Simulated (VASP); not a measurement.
Here is a VASP 6.6.1 calculation.

The input INCAR:

```
SYSTEM = MgHgSe2
PREC = Accurate
ENCUT = 520
EDIFF = 1E-6
ISMEAR = 0
SIGMA = 0.01
LREAL = .False.
LASPH = .True.
NELM = 60
ALGO = Normal
ISIF = 2
LWAVE = .False.
LCHARG = .False.
GGA = PE
NBANDS = 21
```

Contents of KPOINTS:

```
Automatic mesh
0
Gamma
  6 6 4
  0 0 0
```

File POSCAR:

```
MgHgSe2
1.0
    4.3970420351      0.0000000000      0.0000000000
    0.0000000000      4.3970420351      0.0000000000
    0.0000000000      0.0000000000      6.1161754062
Mg Se Hg
1 2 1
Direct
    0.0000000000      0.0000000000      0.0000000000
    0.0000000000      0.5000000000      0.2351894040
    0.5000000000      0.0000000000      0.7648105960
    0.5000000000      0.5000000000      0.5000000000
```

Potentials or basis: VASP PAW PBE potentials, release 64 (Mg, Se, Hg).

Run with:

```bash
$ cat potpaw_PBE.64/Mg/POTCAR potpaw_PBE.64/Se/POTCAR potpaw_PBE.64/Hg/POTCAR > POTCAR
$ mpirun -np 1 vasp_std > vasp.out
```

(1) What does it give for the pressure?

(2) Estimate the largest force.

(3) What does it give for the band gap on the k mesh?

## Answers

(1) -1.1 GPa.

(2) 0.015 eV/Å.

(3) 0.49 eV.

Caveat: spin-orbit coupling is left out, which moves the levels of the heavy elements.
